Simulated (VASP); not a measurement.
# AlP (F-43m) in VASP: a series of runs

AlP is run at these levels: PBE, r2SCAN; tasks: electric field gradients.

All numbers are computed with VASP 6.6.1; they aren't measurements. Logs are shortened: lines on timing, memory, paths and dates and some standing lists are left out, and cuts for length are marked.

## 1. The cell of the first run

The structure is cubic, space group F-43m (No. 216). Conventional cell: a = 5.451 Å, b = 5.451 Å, c = 5.451 Å, α = 90.00°, β = 90.00°, γ = 90.00°. Al (site symmetry -43m) has 4 P at 2.36 Å within 3.1 Å. Within 3.1 Å of P (site symmetry -43m) lie 4 Al at 2.36 Å.

## 2. Electric field gradients, PBE

File INCAR:

```
ALGO = Normal
EDIFF = 1E-8
ENCUT = 400
GGA = PE
GGA_COMPAT = F
ISIF = 2
ISMEAR = -1
LASPH = T
LCHARG = F
LEFG = T
LREAL = F
LWAVE = F
NBANDS = 11
NELM = 120
PREC = Accurate
SIGMA = 0.02
```

File KPOINTS:

```
k-points
0
Gamma
  9 9 9
```

File POSCAR:

```
AlP
1.0
    0.0000000000      2.7255000000      2.7255000000
    2.7255000000      0.0000000000      2.7255000000
    2.7255000000      2.7255000000      0.0000000000
Al P
1 1
Direct
    0.0000000000      0.0000000000      0.0000000000
    0.2500000000      0.2500000000      0.2500000000
```

Potentials or basis: VASP PAW PBE potentials, release 64 (Al, P).

Started as:

```
cat potpaw_PBE.64/Al/POTCAR potpaw_PBE.64/P/POTCAR > POTCAR
mpirun -np 1 vasp_std > vasp.out
```

OUTCAR:

```text
EDIFF = 1E-8
   ENCUT = 400
   GGA = PE
   ISIF = 2
   ISMEAR = -1
   LASPH = T
   LREAL = F
   NELM = 120
   PREC = Accurate

 ion  position               nearest neighbor table
   1  0.000  0.000  0.000-   2 2.36   2 2.36   2 2.36   2 2.36
   2  0.250  0.250  0.250-   1 2.36   1 2.36   1 2.36   1 2.36

  LATTYP: Found a face centered cubic cell.
 ALAT       =     5.4510000000

  Lattice vectors:

 A1 = (   0.0000000000,   2.7255000000,   2.7255000000)
 A2 = (   2.7255000000,   0.0000000000,   2.7255000000)
 A3 = (   2.7255000000,   2.7255000000,   0.0000000000)

Analysis of symmetry for initial positions (statically):
=====================================================================
 Subroutine PRICEL returns:
 Original cell was already a primitive cell.

 Routine SETGRP: Setting up the symmetry group for a
 face centered cubic supercell.

 Subroutine GETGRP returns: Found 24 space group operations
 (whereof 24 operations were pure point group operations)
 out of a pool of 48 trial point group operations.

The static configuration has the point symmetry T_d .

Analysis of symmetry for dynamics (positions and initial velocities):
=====================================================================
 Subroutine PRICEL returns:
 Original cell was already a primitive cell.

 Routine SETGRP: Setting up the symmetry group for a
 face centered cubic supercell.

 Subroutine GETGRP returns: Found 24 space group operations
 (whereof 24 operations were pure point group operations)
 out of a pool of 48 trial point group operations.

The dynamic configuration has the point symmetry T_d .

 Subroutine INISYM returns: Found 24 space group operations
 (whereof 24 operations are pure point group operations),
 and found     1 'primitive' translations

----------------------------------------------------------------------------------------

                                     Primitive cell

  volume of cell :      40.4919

  direct lattice vectors                    reciprocal lattice vectors
     0.000000000  2.725500000  2.725500000    -0.183452578  0.183452578  0.183452578
     2.725500000  0.000000000  2.725500000     0.183452578 -0.183452578  0.183452578
[... 132 lines left out ...]

 E-fermi :   5.0362     XC(G=0):  -9.2283

 val. band max:        4.6257754314   @ k =   0.0000   0.0000   0.0000
 cond. band min:       6.2743023471   @ k =   0.4444   0.4444   0.0000
 fundamental gap:      1.6485269157
 Fermi energy:         5.0361897784

 k-point     1 :       0.0000    0.0000    0.0000
  band No.  band energies     occupation
      1      -6.9081      2.00000
      2       4.6258      2.00000
      3       4.6258      2.00000
      4       4.6258      2.00000
      5       7.9742      0.00000
      6       9.1946      0.00000
      7       9.1946      0.00000
      8       9.1946      0.00000
      9      13.4676      0.00000
     10      13.4676      0.00000
     11      14.9517      0.00000
[... 309 lines left out ...]
 k-point    24 :       0.4444    0.4444    0.0000
  band No.  band energies     occupation
      1      -4.6796      2.00000
      2      -0.5185      2.00000
      3       2.5559      2.00000
      4       2.5559      2.00000
      5       6.2743      0.00000
      6       7.1684      0.00000
      7      15.0578      0.00000
      8      15.0578      0.00000
      9      16.3419      0.00000
     10      17.0479      0.00000
     11      17.4391      0.00000

 [... further k-points ...]

------------------------ aborting loop because EDIFF is reached ----------------------------------------

  FORCE on cell =-STRESS in cart. coord.  units (eV):
  Direction    XX          YY          ZZ          XY          YZ          ZX
  --------------------------------------------------------------------------------------
  -------------------------------------------------------------------------------------
  Total        0.6666752      0.6666752      0.6666752      0.0000000      0.0000000     -0.0000000
  in kB       26.3788775     26.3788775     26.3788775      0.0000000      0.0000000     -0.0000000
  external PRESSURE =      26.3788775 kB  Pullay stress =       0.0000000 kB

 VOLUME and BASIS-vectors are now :
 -----------------------------------------------------------------------------
  energy-cutoff  :      400.00
  volume of cell :       40.49
      direct lattice vectors                 reciprocal lattice vectors
     0.000000000  2.725500000  2.725500000    -0.183452578  0.183452578  0.183452578
     2.725500000  0.000000000  2.725500000     0.183452578 -0.183452578  0.183452578
     2.725500000  2.725500000  0.000000000     0.183452578  0.183452578 -0.183452578

 POSITION                                       TOTAL-FORCE (eV/Angst)
 -----------------------------------------------------------------------------------
      0.00000      0.00000      0.00000        -0.000000      0.000000     -0.000000
      1.36275      1.36275      1.36275         0.000000     -0.000000      0.000000
 -----------------------------------------------------------------------------------
    total drift:                                0.000000      0.000000      0.000000

  FREE ENERGIE OF THE ION-ELECTRON SYSTEM (eV)
  ---------------------------------------------------
  free  energy   TOTEN  =       -10.3669721962 eV

  energy  without entropy=      -10.3669721962  energy(sigma->0) =      -10.36697220

 Electric field gradients (V/A^2)
---------------------------------------------------------------------
 ion       V_xx      V_yy      V_zz      V_xy      V_xz      V_yz
---------------------------------------------------------------------
   1       0.000    -0.000    -0.000    -0.000    -0.000    -0.000
   2      -0.000     0.000     0.000     0.000     0.000     0.000
---------------------------------------------------------------------

 Electric field gradients after diagonalization (V/A^2)
 (convention: |V_zz| > |V_xx| > |V_yy|)
----------------------------------------------------------------------
 ion       V_xx      V_yy      V_zz     asymmetry (V_yy - V_xx)/ V_zz
----------------------------------------------------------------------
   1       0.000     0.000    -0.000       0.000
   2      -0.000    -0.000     0.000       0.000
----------------------------------------------------------------------

           NMR quadrupolar parameters

 Cq : quadrupolar parameter    Cq=e*Q*V_zz/h
 eta: asymmetry parameters     (V_yy - V_xx)/ V_zz
 Q  : nuclear electric quadrupole moment in mb (millibarn)
----------------------------------------------------------------------
 ion       Cq(MHz)       eta       Q (mb)
----------------------------------------------------------------------
   1      -0.000       0.000       1.000
   2       0.000       0.000       1.000
----------------------------------------------------------------------
```

OSZICAR:

```text
N       E                     dE             d eps       ncg     rms          rms(c)
DAV:   1     0.953024402422E+01    0.95302E+01   -0.26294E+03   786   0.438E+02
DAV:   2    -0.997024462054E+01   -0.19500E+02   -0.18782E+02  1010   0.832E+01
DAV:   3    -0.107126633747E+02   -0.74242E+00   -0.74106E+00   978   0.154E+01
DAV:   4    -0.107186912830E+02   -0.60279E-02   -0.60270E-02   949   0.175E+00
DAV:   5    -0.107187951191E+02   -0.10384E-03   -0.10383E-03   976   0.216E-01    0.454E+00
DAV:   6    -0.104101917057E+02    0.30860E+00   -0.61265E-01   880   0.291E+00    0.289E+00
DAV:   7    -0.103664979256E+02    0.43694E-01   -0.22015E-01   925   0.191E+00    0.146E+00
DAV:   8    -0.103669010345E+02   -0.40311E-03   -0.15165E-02   888   0.597E-01    0.231E-01
DAV:   9    -0.103668143887E+02    0.86646E-04   -0.72549E-04   914   0.148E-01    0.917E-02
DAV:  10    -0.103669671051E+02   -0.15272E-03   -0.22424E-04   866   0.790E-02    0.103E-02
DAV:  11    -0.103669713351E+02   -0.42300E-05   -0.23574E-05   980   0.219E-02    0.100E-02
DAV:  12    -0.103669719557E+02   -0.62054E-06   -0.14459E-06   881   0.669E-03    0.245E-03
DAV:  13    -0.103669722848E+02   -0.32918E-06   -0.28247E-07   913   0.278E-03    0.205E-03
DAV:  14    -0.103669722112E+02    0.73676E-07   -0.21681E-08   935   0.682E-04    0.669E-04
DAV:  15    -0.103669721915E+02    0.19653E-07   -0.35058E-09   531   0.290E-04    0.725E-05
DAV:  16    -0.103669721962E+02   -0.47372E-08   -0.21951E-10   463   0.953E-05
   1 F= -.10366972E+02 E0= -.10366972E+02  d E =-.451180E-11
```

stdout:

```text
POSCAR found type information on POSCAR AlP
 POSCAR found :  2 types and       2 ions
 scaLAPACK will be used
 LDA part: xc-table for (Slater+PW92), standard interpolation
 POSCAR, INCAR and KPOINTS ok, starting setup
 FFT: planning ... GRIDC
 FFT: planning ... GRID_SOFT
 FFT: planning ... GRID
 WAVECAR not read
 entering main loop
ion   1

ion   2
```

Run time: 23 s. Hardware: 1 thread of Intel Xeon 8259CL, shared host; peak memory 0.15 GiB.

What came out:

```
Free energy            : -10.3670 eV
Pressure               : 2.6 GPa
Band gap on the k mesh : 1.65 eV, indirect (least direct gap 3.35 eV)
```

Caveat: without QUAD_EFG the Cq values of the log hold for a quadrupole moment of 1 mb, not for the nuclei. A k mesh can miss the band edges.

## 3. Electric field gradients, r2SCAN

POSCAR is that of step 2.

File INCAR.step1:

```
PREC = Accurate
ENCUT = 440
ISMEAR = -1
SIGMA = 0.02
LREAL = F
LASPH = T
NELM = 120
NBANDS = 11
GGA = PE
ALGO = Normal
EDIFF = 1E-5
LWAVE = T
LCHARG = F
GGA_COMPAT = F
```

File INCAR.step2:

```
PREC = Accurate
ENCUT = 440
EDIFF = 1E-8
ISMEAR = -1
SIGMA = 0.02
LREAL = F
LASPH = T
NELM = 120
ALGO = Normal
ISIF = 2
LWAVE = F
LCHARG = F
METAGGA = R2SCAN
LMIXTAU = T
LEFG = T
NBANDS = 11
ISTART = 1
GGA_COMPAT = F
```

File KPOINTS:

```
regular mesh
0
Gamma
  9 9 9
```

Potentials or basis: VASP PAW PBE potentials, release 64 (Al, P).

Started as:

```
cat potpaw_PBE.64/Al/POTCAR potpaw_PBE.64/P/POTCAR > POTCAR
cp INCAR.step1 INCAR
mpirun -np 1 vasp_std > vasp.out
cp INCAR.step2 INCAR
mpirun -np 1 vasp_std > vasp.out
```

OUTCAR:

```text
PREC = Accurate
   ENCUT = 440
   EDIFF = 1E-8
   ISMEAR = -1
   LREAL = F
   LASPH = T
   NELM = 120
   ISIF = 2
   METAGGA = R2SCAN
   ISTART = 1

 ion  position               nearest neighbor table
   1  0.000  0.000  0.000-   2 2.36   2 2.36   2 2.36   2 2.36
   2  0.250  0.250  0.250-   1 2.36   1 2.36   1 2.36   1 2.36

  LATTYP: Found a face centered cubic cell.
 ALAT       =     5.4510000000

  Lattice vectors:

 A1 = (   0.0000000000,   2.7255000000,   2.7255000000)
 A2 = (   2.7255000000,   0.0000000000,   2.7255000000)
 A3 = (   2.7255000000,   2.7255000000,   0.0000000000)

Analysis of symmetry for initial positions (statically):
=====================================================================
 Subroutine PRICEL returns:
 Original cell was already a primitive cell.

 Routine SETGRP: Setting up the symmetry group for a
 face centered cubic supercell.

 Subroutine GETGRP returns: Found 24 space group operations
 (whereof 24 operations were pure point group operations)
 out of a pool of 48 trial point group operations.

The static configuration has the point symmetry T_d .

Analysis of symmetry for dynamics (positions and initial velocities):
=====================================================================
 Subroutine PRICEL returns:
 Original cell was already a primitive cell.

 Routine SETGRP: Setting up the symmetry group for a
 face centered cubic supercell.

 Subroutine GETGRP returns: Found 24 space group operations
 (whereof 24 operations were pure point group operations)
 out of a pool of 48 trial point group operations.

The dynamic configuration has the point symmetry T_d .

 Subroutine INISYM returns: Found 24 space group operations
 (whereof 24 operations are pure point group operations),
 and found     1 'primitive' translations

----------------------------------------------------------------------------------------

                                     Primitive cell

  volume of cell :      40.4919

  direct lattice vectors                    reciprocal lattice vectors
     0.000000000  2.725500000  2.725500000    -0.183452578  0.183452578  0.183452578
     2.725500000  0.000000000  2.725500000     0.183452578 -0.183452578  0.183452578
     2.725500000  2.725500000  0.000000000     0.183452578  0.183452578 -0.183452578

  length of vectors
     3.854439064  3.854439064  3.854439064     0.317749185  0.317749185  0.317749185

  position of ions in fractional coordinates (direct lattice)
     0.000000000  0.000000000  0.000000000
     0.250000000  0.250000000  0.250000000

  ion indices of the primitive-cell ions
   primitive index   ion index
                 1           1
                 2           2

----------------------------------------------------------------------------------------

 KPOINTS: regular mesh

Automatic generation of k-mesh.
 Grid dimensions read from file:
 generate k-points for:    9    9    9

 Generating k-lattice:

  Cartesian coordinates                     Fractional coordinates (reciprocal lattice)
[... 78 lines left out ...]
   IMIX   =      4    mixing-type and parameters
     AMIX     =   0.40;   BMIX     =  1.00
     AMIX_MAG =   1.60;   BMIX_MAG =  1.00
  volume/ion in A,a.u.               =      20.25       136.63
  Fermi-wavevector in a.u.,A,eV,Ry     =   0.953488  1.801831 12.369596  0.909140
  Thomas-Fermi vector in A             =   2.082148
   LORBIT       =      0    0 simple, 1 ext, 2 COOP (PROOUT), +10 PAW based schemes
   METAGGA = R2SCAN    functional components
   LHFCALC =     F    Hartree Fock is set to
   AEXX    =    0.0000 exact exchange contribution
   IVDW    =     0    specifies the selected vdW correction
   LEPSILON=     F    determine dielectric tensor
   LRPA    =     F    only Hartree local field effects (RPA)
 non-spin polarized calculation
  energy-cutoff  :      440.00
  volume of cell :       40.49
 maximum number of plane-waves:       869
   NGX = 13   NGY = 13   NGZ = 13

 number of electron       8.0000000 magnetization

 Free energy of the ion-electron system (eV)
  ---------------------------------------------------
  ext. energy  EPLUGINS =         0.00000000
  ---------------------------------------------------
  free energy    TOTEN  =       -17.20794269 eV

  energy without entropy =      -17.20794269  energy(sigma->0) =      -17.20794269

 E-fermi :   4.8836     XC(G=0):  -9.6507

 val. band max:        4.4522305884   @ k =   0.0000   0.0000   0.0000
 cond. band min:       6.4363551472   @ k =   0.4444   0.4444   0.0000
 fundamental gap:      1.9841245587
 Fermi energy:         4.8836286300

 k-point     1 :       0.0000    0.0000    0.0000
  band No.  band energies     occupation
      1      -7.5662      2.00000
      2       4.4522      2.00000
      3       4.4522      2.00000
      4       4.4522      2.00000
      5       8.5014      0.00000
      6       9.4365      0.00000
      7       9.4365      0.00000
      8       9.4365      0.00000
      9      13.7685      0.00000
     10      13.7685      0.00000
     11      15.6920      0.00000
[... 309 lines left out ...]
 k-point    24 :       0.4444    0.4444    0.0000
  band No.  band energies     occupation
      1      -5.2483      2.00000
      2      -0.8106      2.00000
      3       2.3069      2.00000
      4       2.3069      2.00000
      5       6.4364      0.00000
      6       7.3754      0.00000
      7      15.6723      0.00000
      8      15.6723      0.00000
      9      17.1492      0.00000
     10      17.5357      0.00000
     11      18.0735      0.00000

 [... further k-points ...]

------------------------ aborting loop because EDIFF is reached ----------------------------------------

  FORCE on cell =-STRESS in cart. coord.  units (eV):
  Direction    XX          YY          ZZ          XY          YZ          ZX
  --------------------------------------------------------------------------------------
  -------------------------------------------------------------------------------------
  Total        0.2764567      0.2764567      0.2764567      0.0000000     -0.0000000      0.0000000
  in kB       10.9387851     10.9387851     10.9387851      0.0000000     -0.0000000      0.0000000
  external PRESSURE =      10.9387851 kB  Pullay stress =       0.0000000 kB

 VOLUME and BASIS-vectors are now :
 -----------------------------------------------------------------------------
  energy-cutoff  :      440.00
  volume of cell :       40.49
      direct lattice vectors                 reciprocal lattice vectors
     0.000000000  2.725500000  2.725500000    -0.183452578  0.183452578  0.183452578
     2.725500000  0.000000000  2.725500000     0.183452578 -0.183452578  0.183452578
     2.725500000  2.725500000  0.000000000     0.183452578  0.183452578 -0.183452578

 POSITION                                       TOTAL-FORCE (eV/Angst)
 -----------------------------------------------------------------------------------
      0.00000      0.00000      0.00000        -0.000000     -0.000000     -0.000000
      1.36275      1.36275      1.36275         0.000000      0.000000      0.000000
 -----------------------------------------------------------------------------------
    total drift:                               -0.000000     -0.000000     -0.000000

  FREE ENERGIE OF THE ION-ELECTRON SYSTEM (eV)
  ---------------------------------------------------
  free  energy   TOTEN  =       -17.2079426893 eV

  energy  without entropy=      -17.2079426893  energy(sigma->0) =      -17.20794269

 Electric field gradients (V/A^2)
---------------------------------------------------------------------
 ion       V_xx      V_yy      V_zz      V_xy      V_xz      V_yz
---------------------------------------------------------------------
   1      -0.000    -0.000    -0.000     0.000     0.000     0.000
   2      -0.000     0.000     0.000     0.000     0.000     0.000
---------------------------------------------------------------------

 Electric field gradients after diagonalization (V/A^2)
 (convention: |V_zz| > |V_xx| > |V_yy|)
----------------------------------------------------------------------
 ion       V_xx      V_yy      V_zz     asymmetry (V_yy - V_xx)/ V_zz
----------------------------------------------------------------------
   1      -0.000    -0.000     0.000       0.000
   2      -0.000    -0.000     0.000       0.000
----------------------------------------------------------------------

           NMR quadrupolar parameters

 Cq : quadrupolar parameter    Cq=e*Q*V_zz/h
 eta: asymmetry parameters     (V_yy - V_xx)/ V_zz
 Q  : nuclear electric quadrupole moment in mb (millibarn)
----------------------------------------------------------------------
 ion       Cq(MHz)       eta       Q (mb)
----------------------------------------------------------------------
   1       0.000       0.000       1.000
   2       0.000       0.000       1.000
----------------------------------------------------------------------
```

OUTCAR.step1:

```text
PREC = Accurate
   ENCUT = 440
   ISMEAR = -1
   LREAL = F
   LASPH = T
   NELM = 120
[... 554 lines left out ...]
 -----------------------------------------------------------------------------------
      0.00000      0.00000      0.00000        -0.000000     -0.000000     -0.000000
      1.36275      1.36275      1.36275         0.000000      0.000000      0.000000
 -----------------------------------------------------------------------------------
    total drift:                               -0.000000     -0.000000     -0.000000

  FREE ENERGIE OF THE ION-ELECTRON SYSTEM (eV)
  ---------------------------------------------------
  free  energy   TOTEN  =       -10.3672491973 eV

  energy  without entropy=      -10.3672491973  energy(sigma->0) =      -10.36724920
```

It took 2.4 min on 1 thread of Intel Xeon 8259CL, shared host; peak memory 0.16 GiB.

What came out:

- Free energy: -17.2079 eV
- Pressure: 1.1 GPa
- Band gap on the k mesh: 1.98 eV, indirect (least direct gap 4.05 eV)

Caveat: without QUAD_EFG the Cq values of the log hold for a quadrupole moment of 1 mb, not for the nuclei; the PAW data sets were made with another functional, which shifts forces and pressure a little. r2SCAN opens gaps a little over a GGA but as a rule still falls short of measured ones.
